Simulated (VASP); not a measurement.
# AlN (P6_3/mmc) in VASP: notebook

AlN is run at these levels: PBE; tasks: single point.

Everything below comes from runs of VASP 6.6.1. Logs are shortened: lines on timing, memory, paths and dates and some standing lists are left out, and cuts for length are marked.

## 1. The cell of the first run

It takes space group P6_3/mmc (No. 194, hexagonal). The conventional cell has a = 3.355 Å, b = 3.355 Å, c = 4.564 Å, α = 90.00°, β = 90.00°, γ = 120.00°. Al (site symmetry -6m2) has 5 N at 1.94 to 2.28 Å within 2.6 Å. N (site symmetry -6m2) has 5 Al at 1.94 to 2.28 Å within 2.6 Å.

## 2. Single point, PBE

Input file INCAR:

```
SYSTEM = AlN
PREC = Accurate
ENCUT = 520
EDIFF = 1E-7
ISMEAR = 0
SIGMA = 0.05
LREAL = .FALSE.
LASPH = .TRUE.
NELM = 100
ALGO = Normal
ISIF = 2
LWAVE = .FALSE.
LCHARG = .FALSE.
GGA = PE
NBANDS = 16
```

Input file KPOINTS:

```
Automatic mesh
0
G
  9 9 6
  0 0 0
```

Input file POSCAR:

```
AlN
1.0
    3.3549000000      0.0000000000      0.0000000000
   -1.6774500000      2.9054286271      0.0000000000
    0.0000000000      0.0000000000      4.5645000000
Al N
2 2
Direct
    0.3333333333      0.6666666667      0.7500000000
    0.6666666667      0.3333333333      0.2500000000
    0.3333333333      0.6666666667      0.2500000000
    0.6666666667      0.3333333333      0.7500000000
```

Potentials or basis: VASP PAW PBE potentials, release 64 (Al, N).

The run is started by

```
> cat potpaw_PBE.64/Al/POTCAR potpaw_PBE.64/N/POTCAR > POTCAR
> mpirun -np 1 vasp_std > vasp.out
```

OUTCAR:

```text
SYSTEM = AlN
   PREC = Accurate
   ENCUT = 520
   EDIFF = 1E-7
   ISMEAR = 0
   LREAL = .FALSE.
   LASPH = .TRUE.
   NELM = 100
   ISIF = 2
   GGA = PE

 ion  position               nearest neighbor table
   1  0.333  0.667  0.750-   4 1.94   4 1.94   4 1.94   3 2.28   3 2.28   2 2.99   2 2.99   2 2.99
                             2 2.99   2 2.99   2 2.99
   2  0.667  0.333  0.250-   3 1.94   3 1.94   3 1.94   4 2.28   4 2.28   1 2.99   1 2.99   1 2.99
                             1 2.99   1 2.99   1 2.99
   3  0.333  0.667  0.250-   2 1.94   2 1.94   2 1.94   1 2.28   1 2.28
   4  0.667  0.333  0.750-   1 1.94   1 1.94   1 1.94   2 2.28   2 2.28

  LATTYP: Found a hexagonal cell.
 ALAT       =     3.3549000000
 C/A-ratio  =     1.3605472592

  Lattice vectors:

 A1 = (   3.3549000000,   0.0000000000,   0.0000000000)
 A2 = (  -1.6774500000,   2.9054286271,   0.0000000000)
 A3 = (   0.0000000000,   0.0000000000,   4.5645000000)

Analysis of symmetry for initial positions (statically):
=====================================================================
 Subroutine PRICEL returns:
 Original cell was already a primitive cell.

 Routine SETGRP: Setting up the symmetry group for a
 hexagonal supercell.

 Subroutine GETGRP returns: Found 24 space group operations
 (whereof 12 operations were pure point group operations)
 out of a pool of 24 trial point group operations.

The static configuration has the point symmetry D_3d.
 The point group associated with its full space group is D_6h.

Analysis of symmetry for dynamics (positions and initial velocities):
=====================================================================
 Subroutine PRICEL returns:
 Original cell was already a primitive cell.

 Routine SETGRP: Setting up the symmetry group for a
 hexagonal supercell.

 Subroutine GETGRP returns: Found 24 space group operations
 (whereof 12 operations were pure point group operations)
 out of a pool of 24 trial point group operations.

The dynamic configuration has the point symmetry D_3d.
 The point group associated with its full space group is D_6h.

 Subroutine INISYM returns: Found 24 space group operations
 (whereof 12 operations are pure point group operations),
 and found     1 'primitive' translations

----------------------------------------------------------------------------------------

                                     Primitive cell

  volume of cell :      44.4921

  direct lattice vectors                    reciprocal lattice vectors
     3.354900000  0.000000000  0.000000000     0.298071478  0.172091648  0.000000000
    -1.677450000  2.905428627  0.000000000     0.000000000  0.344183296  0.000000000
     0.000000000  0.000000000  4.564500000     0.000000000  0.000000000  0.219082046

  length of vectors
     3.354900000  3.354900000  4.564500000     0.344183296  0.344183296  0.219082046

  position of ions in fractional coordinates (direct lattice)
     0.333333333  0.666666667  0.750000000
     0.666666667  0.333333333  0.250000000
     0.333333333  0.666666667  0.250000000
     0.666666667  0.333333333  0.750000000

  ion indices of the primitive-cell ions
   primitive index   ion index
                 1           1
                 2           2
                 3           3
                 4           4

----------------------------------------------------------------------------------------

 KPOINTS: Automatic mesh

Automatic generation of k-mesh.
 Grid dimensions read from file:
 generate k-points for:    9    9    6

 Generating k-lattice:

  Cartesian coordinates                     Fractional coordinates (reciprocal lattice)
     0.033119053  0.019121294  0.000000000     0.111111111  0.000000000  0.000000000
     0.000000000  0.038242588  0.000000000     0.000000000  0.111111111  0.000000000
     0.000000000  0.000000000  0.036513674     0.000000000  0.000000000  0.166666667

  Length of vectors
     0.038242588  0.038242588  0.036513674

  Shift w.r.t. Gamma in fractional coordinates (k-lattice)
     0.000000000  0.000000000  0.000000000

 Subroutine IBZKPT returns following result:
 ===========================================

 Found     48 irreducible k-points:

 Following reciprocal coordinates:
            Coordinates               Weight
  0.000000  0.000000  0.000000      1.000000
  0.111111 -0.000000  0.000000      6.000000
  0.222222  0.000000  0.000000      6.000000
  0.333333  0.000000  0.000000      6.000000
  0.444444  0.000000  0.000000      6.000000
  0.111111  0.111111  0.000000      6.000000
[... 16 lines left out ...]
  0.333333  0.222222  0.166667     24.000000
  0.333333  0.333333  0.166667      4.000000
 [... further k-points ...]
   k-points           NKPTS =     48   k-points in BZ     NKDIM =     48   number of bands    NBANDS=     16
   number of dos      NEDOS =    301   number of ions     NIONS =      4
   total plane-waves  NPLWV =  28224
   dimension x,y,z NGX =    28 NGY =   28 NGZ =   36
   dimension x,y,z NGXF=    56 NGYF=   56 NGZF=   72
   ions per type =               2   2
   NGX,Y,Z   is equivalent  to a cutoff of  13.87, 13.87, 13.11 a.u.
   NGXF,Y,Z  is equivalent  to a cutoff of  27.75, 27.75, 26.22 a.u.
 SYSTEM =  AlN
   PREC   = accura    normal or accurate (medium, high low for compatibility)
   ISTART =      0    job   : 0-new  1-cont  2-samecut
   ICHARG =      2    charge: 1-file 2-atom 10-const
   ISPIN  =      1    spin polarized calculation?
   LNONCOLLINEAR =      F non collinear calculations
   LSORBIT =      F    spin-orbit coupling
   LASPH  =      T    aspherical Exc in radial PAW
   ENCUT  =  520.0 eV  38.22 Ry    6.18 a.u.   6.24  6.24  8.49*2*pi/ulx,y,z
   NELM   =    100;   NELMIN=  2; NELMDL= -5     # of ELM steps
   EDIFF  = 0.1E-06   stopping-criterion for ELM
   LREAL  =      F    real-space projection
   EDIFFG = 0.1E-05   stopping-criterion for IOM
   NSW    =      0    number of steps for IOM
   IBRION =     -1    ionic relax: 0-MD 1-quasi-New 2-CG
   NFREE  =      0    steps in history (QN), initial steepest desc. (CG)
   ISIF   =      2    stress and relaxation
   ISYM   =      2    0-nonsym 1-usesym 2-fastsym
   POTIM  = 0.5000    time-step for ionic-motion
   TEBEG  =    0.0;   TEEND  =   0.0 temperature during run
   PSTRESS=    0.0 pullay stress
   NELECT =      16.0000    total number of electrons
   NUPDOWN=      -1.0000    fix difference up-down
   EMIN   =  10.00;   EMAX   =-10.00  energy-range for DOS
   EFERMI =   0.00;   METHOD = LEGACY
   ISMEAR =     0;   SIGMA  =   0.05  broadening in eV -4-tet -1-fermi 0-gaus
   EFERMI_NEDOS =   21; number of points for ismear=-14 and -15
   IALGO  =     38    algorithm
   IMIX   =      4    mixing-type and parameters
     AMIX     =   0.40;   BMIX     =  1.00
     AMIX_MAG =   1.60;   BMIX_MAG =  1.00
  volume/ion in A,a.u.               =      11.12        75.06
  Fermi-wavevector in a.u.,A,eV,Ry     =   1.164181  2.199983 18.440211  1.355317
  Thomas-Fermi vector in A             =   2.300722
   LORBIT       =      0    0 simple, 1 ext, 2 COOP (PROOUT), +10 PAW based schemes
   GGA     = PE    functional components
   LHFCALC =     F    Hartree Fock is set to
   AEXX    =    0.0000 exact exchange contribution
   IVDW    =     0    specifies the selected vdW correction
   LEPSILON=     F    determine dielectric tensor
   LRPA    =     F    only Hartree local field effects (RPA)
 non-spin polarized calculation
 Gauss-broadening in eV      SIGMA  =   0.05
  energy-cutoff  :      520.00
  volume of cell :       44.49
 maximum number of plane-waves:      1229
 NGX is ok and might be reduce to    28
   NGX = 13   NGY = 13   NGZ = 17

 number of electron      16.0000003 magnetization

 Free energy of the ion-electron system (eV)
  ---------------------------------------------------
  ext. energy  EPLUGINS =         0.00000000
  ---------------------------------------------------
  free energy    TOTEN  =       -29.04111476 eV

  energy without entropy =      -29.04111476  energy(sigma->0) =      -29.04111476

 E-fermi :   7.1787     XC(G=0): -10.6786

 val. band max:        6.9690797198   @ k =   0.0000   0.0000   0.0000
 cond. band min:       9.1826245797   @ k =   0.0000   0.0000   0.0000
 fundamental gap:      2.2135448598
 Fermi energy:         7.1787161738

 k-point     1 :       0.0000    0.0000    0.0000
  band No.  band energies     occupation
      1      -9.1845      2.00000
      2      -6.4602      2.00000
      3       0.4753      2.00000
      4       3.9703      2.00000
      5       3.9703      2.00000
      6       5.1813      2.00000
[... 8 lines left out ...]
     15      17.1427      0.00000
     16      18.3825      0.00000

 k-point     2 :       0.1111   -0.0000    0.0000
  band No.  band energies     occupation
      1      -9.0544      2.00000
      2      -6.4282      2.00000
      3       0.6274      2.00000
      4       3.4282      2.00000
      5       3.7941      2.00000
      6       4.6242      2.00000
[... 8 lines left out ...]
     15      17.4864      0.00000
     16      17.9922      0.00000

 k-point     3 :       0.2222    0.0000    0.0000
  band No.  band energies     occupation
      1      -8.6845      2.00000
      2      -6.3725      2.00000
      3       1.0704      2.00000
      4       2.2799      2.00000
      5       3.4274      2.00000
      6       3.6267      2.00000
[... 8 lines left out ...]
     15      17.1469      0.00000
     16      17.6745      0.00000

 k-point     4 :       0.3333    0.0000    0.0000
  band No.  band energies     occupation
      1      -8.1464      2.00000
      2      -6.4006      2.00000
      3       1.2177      2.00000
      4       1.7520      2.00000
      5       2.7479      2.00000
      6       3.0882      2.00000
[... 8 lines left out ...]
     15      17.6962      0.00000
     16      17.8875      0.00000
[... 324 lines left out ...]
 k-point    22 :       0.2222    0.2222    0.1667
  band No.  band energies     occupation
      1      -7.7623      2.00000
      2      -6.5403      2.00000
      3       1.0524      2.00000
      4       1.3573      2.00000
      5       2.7683      2.00000
      6       3.1732      2.00000
[... 8 lines left out ...]
     15      17.3045      0.00000
     16      18.9399      0.00000

 k-point    23 :       0.3333    0.2222    0.1667
  band No.  band energies     occupation
      1      -7.2977      2.00000
      2      -6.6909      2.00000
      3       0.7477      2.00000
      4       1.4272      2.00000
      5       2.0299      2.00000
      6       3.7144      2.00000
[... 8 lines left out ...]
     15      17.1575      0.00000
     16      18.8424      0.00000

 k-point    24 :       0.3333    0.3333    0.1667
  band No.  band energies     occupation
      1      -6.9376      2.00000
      2      -6.9376      2.00000
      3       0.9152      2.00000
      4       1.5035      2.00000
      5       1.5035      2.00000
      6       3.5722      2.00000
[... 8 lines left out ...]
     15      17.2548      0.00000
     16      18.5927      0.00000

 [... further k-points ...]
[... 5 lines left out ...]
  --------------------------------------------------------------------------------------
  -------------------------------------------------------------------------------------
  Total       -4.2810098     -4.2810098     -4.5602871      0.0000000      0.0000000      0.0000000
  in kB     -154.1607464   -154.1607464   -164.2176258      0.0000000      0.0000000      0.0000000
  external PRESSURE =    -157.5130395 kB  Pullay stress =       0.0000000 kB

 VOLUME and BASIS-vectors are now :
 -----------------------------------------------------------------------------
  energy-cutoff  :      520.00
  volume of cell :       44.49
      direct lattice vectors                 reciprocal lattice vectors
     3.354900000  0.000000000  0.000000000     0.298071478  0.172091648  0.000000000
    -1.677450000  2.905428627  0.000000000     0.000000000  0.344183296  0.000000000
     0.000000000  0.000000000  4.564500000     0.000000000  0.000000000  0.219082046

 POSITION                                       TOTAL-FORCE (eV/Angst)
 -----------------------------------------------------------------------------------
     -0.00000      1.93695      3.42338        -0.000000      0.000000      0.000000
      1.67745      0.96848      1.14112         0.000000      0.000000      0.000000
     -0.00000      1.93695      1.14112         0.000000      0.000000      0.000000
      1.67745      0.96848      3.42338        -0.000000     -0.000000     -0.000000
 -----------------------------------------------------------------------------------
    total drift:                               -0.000000      0.000000      0.000000

  FREE ENERGIE OF THE ION-ELECTRON SYSTEM (eV)
  ---------------------------------------------------
  free  energy   TOTEN  =       -29.0411147649 eV

  energy  without entropy=      -29.0411147649  energy(sigma->0) =      -29.04111476
```

It took 35 s on 1 thread of Intel Xeon Platinum 8488C (Sapphire Rapids), shared host; peak memory 0.17 GiB.

Results:

```yaml
Free_energy: -29.0411 eV
Pressure: -15.8 GPa
Band_gap_on_the_k_mesh: 2.21 eV, direct
```

Stress tensor (GPa, compression positive):
```
-15.42   0.00   0.00
  0.00 -15.42   0.00
  0.00   0.00 -16.42
```

(Part 1 of 2 ends here.)
